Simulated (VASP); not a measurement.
# Sc2AlP3 (P-6m2) in VASP: further runs, part 2 of 2

VASP 6.6.1.

### Step 3. Single point, PBE

This run uses another cell than the first one, of 17.40 Å³/atom.

File INCAR:

```
SYSTEM = Sc2AlP3
ALGO = Normal ; EDIFF = 1E-6
ENCUT = 520 ; GGA = PE
ISIF = 2 ; ISMEAR = 0
LASPH = .TRUE. ; LCHARG = .FALSE.
LREAL = .FALSE. ; LWAVE = .FALSE.
NBANDS = 29 ; NELM = 100
PREC = Accurate ; SIGMA = 0.1
```

File KPOINTS:

```
k-points
0
G
  12 12 6
  0 0 0
```

File POSCAR:

```
Sc2AlP3
1.0
    4.0987061401      0.0000000000      0.0000000000
   -2.0493530700      3.5495836400      0.0000000000
    0.0000000000      0.0000000000      7.1763848970
Sc Al P
2 1 3
Direct
    0.6666666667      0.3333333333      0.2796358045
    0.6666666667      0.3333333333      0.7203641955
    0.0000000000      0.0000000000      0.0000000000
    0.0000000000      0.0000000000      0.5000000000
    0.3333333333      0.6666666667      0.0000000000
    0.3333333333      0.6666666667      0.5000000000
```

Potentials or basis: VASP PAW PBE potentials, release 64 (Sc_sv, Al, P).

Command:

```bash
$ cat potpaw_PBE.64/Sc_sv/POTCAR potpaw_PBE.64/Al/POTCAR potpaw_PBE.64/P/POTCAR > POTCAR
$ mpirun -np 1 vasp_std > vasp.out
```

Wall time 2.1 min (1 thread of Intel Xeon Platinum 8559C (Emerald Rapids), shared host); peak memory 0.34 GiB.

The run converged. Its results:

```
Free energy            : -35.4705 eV
Pressure               : 0.0 GPa
Largest force          : 0.010 eV/Å
Band gap on the k mesh : zero (bands 20 and 21 overlap by 2.06 eV)
```

Forces on the atoms (eV/Å):
```
Sc   0.000  0.000 -0.010
Sc   0.000  0.000  0.010
Al   0.000  0.000  0.000
P    0.000  0.000  0.000
P    0.000  0.000  0.000
P    0.000  0.000  0.000
```

Stress tensor (GPa, compression positive):
```
0.01 0.00 0.00
0.00 0.01 0.00
0.00 0.00 0.11
```

Levels at points of the mesh, in eV from the Fermi level:
```tsv
k point	band 17	band 18	band 19	band 20	band 21	band 22	band 23	band 24
(0.00, 0.00, 0.00)	-2.55	-2.09	-2.09	-1.14	-0.79	0.13	0.13	0.72
(0.50, 0.00, 0.00)	-3.70	-2.06	-1.04	0.96	0.96	1.24	1.25	1.83
(0.00, 0.00, 0.50)	-3.41	-2.03	-2.03	-0.95	-0.09	-0.09	0.11	1.15
(0.50, 0.00, 0.50)	-3.44	-3.11	-1.13	-0.92	1.03	1.19	1.34	1.64
```

### Step 4. Relaxation of cell and atoms, PBE

This run uses another cell than the first one, of 17.45 Å³/atom.

File INCAR:

```
ALGO = Normal ; EDIFF = 1E-7
EDIFFG = -0.04 ; ENCUT = 600
GGA = PE ; IBRION = 2
ISIF = 3 ; ISMEAR = 0
LASPH = T ; LCHARG = F
LREAL = F ; LWAVE = F
NELM = 80 ; NSW = 90
PREC = Accurate ; SIGMA = 0.1
```

File KPOINTS:

```
k-points
0
Gamma
  6 6 4
```

File POSCAR:

```
Sc2AlP3
1.0
    4.0542218015      0.0000000000      0.0000000000
   -2.0271109008      3.5110590727      0.0000000000
    0.0000000000      0.0000000000      7.3569715516
Sc Al P
2 1 3
Direct
    0.6666666667      0.3333333333      0.2803191128
    0.6666666667      0.3333333333      0.7196808872
    0.0000000000      0.0000000000      0.0000000000
    0.0000000000      0.0000000000      0.5000000000
    0.3333333333      0.6666666667      0.0000000000
    0.3333333333      0.6666666667      0.5000000000
```

Command:

```bash
$ cat potpaw_PBE.64/Sc_sv/POTCAR potpaw_PBE.64/Al/POTCAR potpaw_PBE.64/P/POTCAR > POTCAR
$ mpirun -np 1 vasp_std > vasp.out
```

It took 73 s on 1 thread of Intel Xeon Platinum 8559C (Emerald Rapids), shared host; peak memory 0.27 GiB.

It converged, with:

```
Free energy                           : -35.4320 eV
Relaxed volume                        : 17.48 Å³/atom
Relaxed cell                          : a = 4.071 Å, b = 4.071 Å, c = 7.309 Å, α = 90.00°, β = 90.00°, γ = 120.00°
Space group after relaxing (to 0.1 Å) : P-6m2 (No. 187)
Energy gained by relaxing             : 0.5 meV/atom
Ionic steps                           : 3
Pressure after relaxing               : -0.3 GPa
Largest force after relaxing          : 0.024 eV/Å
Band gap on the k mesh                : zero (bands 20 and 21 overlap by 1.83 eV)
```

Forces in eV/Å, atoms in the order of the input:
```
Sc   0.000  0.000  0.024
Sc   0.000  0.000 -0.024
Al   0.000  0.000  0.000
P    0.000  0.000  0.000
P    0.000  0.000  0.000
P    0.000  0.000  0.000
```

The path:
| step | energy change (eV) | largest force (eV/Å) | pressure (GPa) | volume (Å³) |
| --- | --- | --- | --- | --- |
| 1 | 0.0000 | 0.0534 | 0.06 | 104.72 |
| 2 | -0.0023 | 0.0337 | -0.12 | 104.83 |
| 3 | -0.0027 | 0.0243 | -0.25 | 104.91 |

Final structure:
```
CELL_PARAMETERS angstrom
4.07103 0.00000 0.00000
-2.03551 3.52561 0.00000
0.00000 0.00000 7.30903
ATOMIC_POSITIONS crystal
Sc 0.66667 0.33333 0.28094
Sc 0.66667 0.33333 0.71906
Al 0.00000 0.00000 0.00000
P 0.00000 0.00000 0.50000
P 0.33333 0.66667 0.00000
P 0.33333 0.66667 0.50000
```

Levels at points of the mesh, in eV from the Fermi level:
```csv
k point,band 17,band 18,band 19,band 20,band 21,band 22,band 23,band 24
"(0.00, 0.00, 0.00)",-2.90,-2.18,-2.18,-1.28,-0.78,0.07,0.07,0.71
"(0.50, 0.00, 0.00)",-3.79,-2.36,-1.12,0.66,0.97,1.11,1.22,1.75
"(0.00, 0.00, 0.50)",-3.49,-2.13,-2.13,-0.91,-0.10,-0.10,-0.07,1.00
"(0.50, 0.00, 0.50)",-3.58,-3.26,-1.27,-1.02,1.02,1.12,1.30,1.55
```

### Step 5. Relaxation of cell and atoms, PBE

This run uses another cell than the first one, of 17.41 Å³/atom.

File INCAR:

```
PREC = Accurate
ENCUT = 600
EDIFF = 1E-7
ISMEAR = 0
SIGMA = 0.1
LREAL = F
LASPH = T
NELM = 100
ALGO = Normal
ISIF = 3
LWAVE = F
LCHARG = F
GGA = PE
IBRION = 2
NSW = 100
EDIFFG = -0.01
```

File KPOINTS:

```
regular mesh
0
Gamma
  12 12 6
```

File POSCAR:

```
Sc2AlP3
1.0
    4.0681604691      0.0000000000      0.0000000000
   -2.0340802345      3.5231303129      0.0000000000
    0.0000000000      0.0000000000      7.2869388482
Sc Al P
2 1 3
Direct
    0.6666666667      0.3333333333      0.2822575440
    0.6666666667      0.3333333333      0.7177424560
    0.0000000000      0.0000000000      0.0000000000
    0.0000000000      0.0000000000      0.5000000000
    0.3333333333      0.6666666667      0.0000000000
    0.3333333333      0.6666666667      0.5000000000
```

Command:

```bash
$ cat potpaw_PBE.64/Sc_sv/POTCAR potpaw_PBE.64/Al/POTCAR potpaw_PBE.64/P/POTCAR > POTCAR
$ mpirun -np 1 vasp_std > vasp.out
```

Run time: 11 min. Hardware: 1 thread of Intel Xeon Platinum 8559C (Emerald Rapids), shared host; peak memory 0.42 GiB.

The run converged. Its results:

```yaml
Free_energy: -35.4717 eV
Relaxed_volume: 17.42 Å³/atom
Relaxed_cell: a = 4.098 Å, b = 4.098 Å, c = 7.186 Å, α = 90.00°, β = 90.00°, γ = 120.00°
Space_group_after_relaxing_to_0.1_Å: P-6m2 (No. 187)
Energy_gained_by_relaxing: 1.5 meV/atom
Ionic_steps: 7
Pressure_after_relaxing: 0.0 GPa
Band_gap_on_the_k_mesh: zero (bands 20 and 21 overlap by 2.04 eV)
```

The path:
```csv
step,energy change (eV),largest force (eV/Å),pressure (GPa),volume (Å³)
1,0.0000,0.0168,0.60,104.44
2,-0.0056,0.0212,-0.37,105.43
3,-0.0056,0.0214,-0.39,105.46
4,-0.0074,0.0512,-0.14,105.02
5,-0.0077,0.0696,0.01,104.76
6,-0.0081,0.0523,0.01,104.70
7,-0.0088,0.0012,0.00,104.52
```

Final structure:
```
Sc Al P
1.0
     4.09821    0.00000    0.00000
    -2.04911    3.54916    0.00000
     0.00000    0.00000    7.18572
Sc Al P
2 1 3
Cartesian
  2.0491 1.1831 2.0094
  2.0491 1.1831 5.1763
  0.0000 0.0000 0.0000
  0.0000 0.0000 3.5929
  0.0000 2.3661 0.0000
  0.0000 2.3661 3.5929
```

Levels at points of the mesh, in eV from the Fermi level:
```
           k point  band 16  band 17  band 18  band 19  band 20  band 21  band 22  band 23  band 24
(0.00, 0.00, 0.00)    -3.25    -2.56    -2.08    -2.08    -1.14    -0.78     0.13     0.13     0.73
(0.50, 0.00, 0.00)    -4.00    -3.70    -2.07    -1.04     0.95     0.97     1.24     1.25     1.87
(0.00, 0.00, 0.50)    -3.41    -3.41    -2.03    -2.03    -0.95    -0.08    -0.08     0.10     1.15
(0.50, 0.00, 0.50)    -3.66    -3.44    -3.11    -1.14    -0.92     1.03     1.19     1.35     1.64
```

### Step 6. Summary

| task | cell | k mesh | cutoff (eV) | gap on the mesh (eV) | pressure (GPa) | relaxed volume (Å³/atom) | largest force (eV/Å) |
| --- | --- | --- | --- | --- | --- | --- | --- |
| relaxation of cell and atoms | relaxed from a = 4.051, b = 4.051, c = 7.572 Å, angles 90.0, 90.0, 120.0°, 6 atoms, atomic positions A | 6 × 6 × 2 | 600 | none | 0.1 | 17.40 | 0.03 |
| single point | a = 4.099, b = 4.099, c = 7.176 Å, angles 90.0, 90.0, 120.0°, 6 atoms, atomic positions B | 12 × 12 × 6 | 520 | none | 0.0 | - | 0.01 |
| relaxation of cell and atoms | relaxed from a = 4.054, b = 4.054, c = 7.357 Å, angles 90.0, 90.0, 120.0°, 6 atoms, atomic positions C | 6 × 6 × 4 | 600 | none | -0.3 | 17.48 | 0.02 |
| relaxation of cell and atoms | relaxed from a = 4.068, b = 4.068, c = 7.287 Å, angles 90.0, 90.0, 120.0°, 6 atoms, atomic positions D | 12 × 12 × 6 | 600 | none | 0.0 | 17.42 | - |

Alike in all rows: level PBE; potentials or basis VASP PAW PBE potentials, release 64 (Sc_sv, Al, P); no spin polarisation; smearing gaussian 0.1 eV.

Caveats: some runs use coarse meshes.

Absolute energies hang on the potentials; compare differences alone.
